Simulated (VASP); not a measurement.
# PbS (Cmcm) in VASP: a series of runs, part 2 of 2

VASP 6.6.1. The steps go on from the part before.

## 3. Single point, PBEsol

The input, INCAR:

```
SYSTEM = PbS
ALGO     = Normal         ! electronic algorithm
EDIFF    = 1E-6           ! SCF threshold, eV
ENCUT    = 520            ! plane-wave cutoff, eV
GGA      = PS             ! functional
ISIF     = 2              ! what is computed and relaxed
ISMEAR   = -1             ! smearing method
LASPH    = .TRUE.         ! aspherical terms in the spheres
LCHARG   = .TRUE.         ! write CHGCAR
LELF     = .TRUE.         ! ELF
LREAL    = .FALSE.        ! projectors in reciprocal space
LVHAR    = .TRUE.       
LWAVE    = .FALSE.        ! write WAVECAR
NBANDS   = 28             ! bands
NELM     = 60             ! most SCF steps
PREC     = Accurate       ! precision mode
SIGMA    = 0.01           ! smearing width, eV
```

The input, KPOINTS:

```
k-points
0
G
  6 6 6
  0 0 0
```

The input, POSCAR:

```
PbS
1.0
    2.0799526900     -5.9912968600      0.0000000000
    2.0799526900      5.9912968600      0.0000000000
    0.0000000000      0.0000000000      4.2793209400
Pb S
2 2
Direct
    0.8694366500      0.1305633500      0.7500000000
    0.1305633500      0.8694366500      0.2500000000
    0.6452029100      0.3547970900      0.7500000000
    0.3547970900      0.6452029100      0.2500000000
```

Potentials or basis: VASP PAW PBE potentials, release 64 (Pb_d, S).

On the command line:

```sh
cat potpaw_PBE.64/Pb_d/POTCAR potpaw_PBE.64/S/POTCAR > POTCAR
mpirun -np 1 vasp_std > vasp.out
```

OUTCAR:

```text
SYSTEM = PbS
   EDIFF = 1E-6
   ENCUT = 520
   GGA = PS
   ISIF = 2
   ISMEAR = -1
   LASPH = .TRUE.
   LREAL = .FALSE.
   NELM = 60
   PREC = Accurate

 ion  position               nearest neighbor table
   1  0.869  0.131  0.750-   3 2.69   4 2.99   4 2.99   4 2.99   4 2.99   2 3.79   2 3.79   2 4.13
                             2 4.13   2 4.13   2 4.13
   2  0.131  0.869  0.250-   4 2.69   3 2.99   3 2.99   3 2.99   3 2.99   1 3.79   1 3.79   1 4.13
                             1 4.13   1 4.13   1 4.13
   3  0.645  0.355  0.750-   1 2.69   2 2.99   2 2.99   2 2.99   2 2.99
   4  0.355  0.645  0.250-   2 2.69   1 2.99   1 2.99   1 2.99   1 2.99

  LATTYP: Found a base centered orthorhombic cell.
 ALAT       =     4.1599053800
 B/A-ratio  =     2.8804967001
 C/A-ratio  =     1.0287063164

  Lattice vectors:

 A1 = (   2.0799526900,  -5.9912968600,   0.0000000000)
 A2 = (   2.0799526900,   5.9912968600,   0.0000000000)
 A3 = (   0.0000000000,   0.0000000000,   4.2793209400)

Analysis of symmetry for initial positions (statically):
=====================================================================
 Subroutine PRICEL returns:
 Original cell was already a primitive cell.

 Routine SETGRP: Setting up the symmetry group for a
 base centered orthorhombic supercell.

 Subroutine GETGRP returns: Found  8 space group operations
 (whereof  4 operations were pure point group operations)
 out of a pool of  8 trial point group operations.

The static configuration has the point symmetry C_2h.
 The point group associated with its full space group is D_2h.

Analysis of symmetry for dynamics (positions and initial velocities):
=====================================================================
 Subroutine PRICEL returns:
 Original cell was already a primitive cell.

 Routine SETGRP: Setting up the symmetry group for a
 base centered orthorhombic supercell.

 Subroutine GETGRP returns: Found  8 space group operations
 (whereof  4 operations were pure point group operations)
 out of a pool of  8 trial point group operations.

[... 118 lines left out ...]
   EMIN   =  10.00;   EMAX   =-10.00  energy-range for DOS
   EFERMI =   0.00;   METHOD = LEGACY
   ISMEAR =    -1;   SIGMA  =   0.01  broadening in eV -4-tet -1-fermi 0-gaus
   EFERMI_NEDOS =   21; number of points for ismear=-14 and -15
   IALGO  =     38    algorithm
   IMIX   =      4    mixing-type and parameters
     AMIX     =   0.40;   BMIX     =  1.00
     AMIX_MAG =   1.60;   BMIX_MAG =  1.00
  volume/ion in A,a.u.               =      26.66       179.94
  Fermi-wavevector in a.u.,A,eV,Ry     =   1.180597  2.231005 18.963935  1.393810
  Thomas-Fermi vector in A             =   2.316887
   LORBIT       =      0    0 simple, 1 ext, 2 COOP (PROOUT), +10 PAW based schemes
   GGA     = PS    functional components
   LHFCALC =     F    Hartree Fock is set to
   AEXX    =    0.0000 exact exchange contribution
   IVDW    =     0    specifies the selected vdW correction
   LEPSILON=     F    determine dielectric tensor
   LRPA    =     F    only Hartree local field effects (RPA)
 non-spin polarized calculation
  energy-cutoff  :      520.00
  volume of cell :      106.65
 maximum number of plane-waves:      2904
   NGX = 23   NGY = 23   NGZ = 15

 number of electron      40.0000007 magnetization

 Free energy of the ion-electron system (eV)
  ---------------------------------------------------
  ext. energy  EPLUGINS =         0.00000000
  ---------------------------------------------------
  free energy    TOTEN  =       -18.74817473 eV

  energy without entropy =      -18.74817473  energy(sigma->0) =      -18.74817473

 E-fermi :   4.9606     XC(G=0):  -9.7807

 val. band max:        4.7587695992   @ k =   0.5000   0.5000   0.3333
 cond. band min:       5.8906093302   @ k =   0.5000   0.5000   0.0000
 fundamental gap:      1.1318397310
 Fermi energy:         4.9606338355

 k-point     1 :       0.0000    0.0000    0.0000
  band No.  band energies     occupation
      1     -11.5246      2.00000
      2     -11.4227      2.00000
      3     -11.4134      2.00000
      4     -11.4112      2.00000
      5     -11.3764      2.00000
      6     -11.3725      2.00000
[... 733 lines left out ...]
     27      11.9334      0.00000
     28      12.4776      0.00000

 [... further k-points ...]
[... 5 lines left out ...]
  --------------------------------------------------------------------------------------
  -------------------------------------------------------------------------------------
  Total       -1.3523840     -1.0218481     -1.4553693      0.0000000      0.0000000      0.0000000
  in kB      -20.3156847    -15.3503314    -21.8627419      0.0000000      0.0000000      0.0000000
  external PRESSURE =     -19.1762527 kB  Pullay stress =       0.0000000 kB

 VOLUME and BASIS-vectors are now :
 -----------------------------------------------------------------------------
  energy-cutoff  :      520.00
  volume of cell :      106.65
      direct lattice vectors                 reciprocal lattice vectors
     2.079952690 -5.991296860  0.000000000     0.240390083 -0.083454386  0.000000000
     2.079952690  5.991296860  0.000000000     0.240390083  0.083454386  0.000000000
     0.000000000  0.000000000  4.279320940     0.000000000  0.000000000  0.233681936

 POSITION                                       TOTAL-FORCE (eV/Angst)
 -----------------------------------------------------------------------------------
      2.07995     -4.42681      3.20949         0.000000      0.036209     -0.000000
      2.07995      4.42681      1.06983         0.000000     -0.036209      0.000000
      2.07995     -1.73991      3.20949         0.000000      0.020977      0.000000
      2.07995      1.73991      1.06983         0.000000     -0.020977      0.000000
 -----------------------------------------------------------------------------------
    total drift:                               -0.000000     -0.000000      0.000000

  FREE ENERGIE OF THE ION-ELECTRON SYSTEM (eV)
  ---------------------------------------------------
  free  energy   TOTEN  =       -18.7481747328 eV

  energy  without entropy=      -18.7481747328  energy(sigma->0) =      -18.74817473
```

Run time: 71 s. Hardware: 1 thread of Intel Xeon 6975P-C (Granite Rapids), shared host; peak memory 0.32 GiB.

What came out:

* Free energy: -18.7482 eV
* Pressure: -1.9 GPa
* Largest force: 0.036 eV/Å
* Band gap on the k mesh: 1.13 eV, indirect (least direct gap 1.33 eV)

Forces on the atoms (eV/Å):
```
Pb   0.000  0.036  0.000
Pb   0.000 -0.036  0.000
S    0.000  0.021  0.000
S    0.000 -0.021  0.000
```

Levels at points of the mesh, in eV from the valence-band top:
```
           k point  band 17  band 18  band 19  band 20  band 21  band 22  band 23  band 24
(0.00, 0.00, 0.00)    -2.35    -1.62    -1.43    -0.44     4.64     4.65     4.87     5.58
(0.50, 0.00, 0.00)    -1.30    -1.13    -0.34    -0.34     1.74     1.84     2.21     2.96
(0.50, 0.50, 0.00)    -1.91    -1.83    -1.26    -0.43     1.13     4.45     4.74     4.91
(0.00, 0.00, 0.50)    -1.07    -1.07    -0.08    -0.08     1.78     1.78     2.77     2.77
(0.50, 0.00, 0.50)    -3.10    -3.10    -1.40    -1.40     3.39     3.39     5.25     5.25
(0.50, 0.50, 0.50)    -1.17    -1.17    -0.46    -0.46     1.67     1.67     3.19     3.19
```

Caveat: the PAW data sets were made with another functional, which shifts forces and pressure a little; spin-orbit coupling is left out, which moves the levels of the heavy elements.
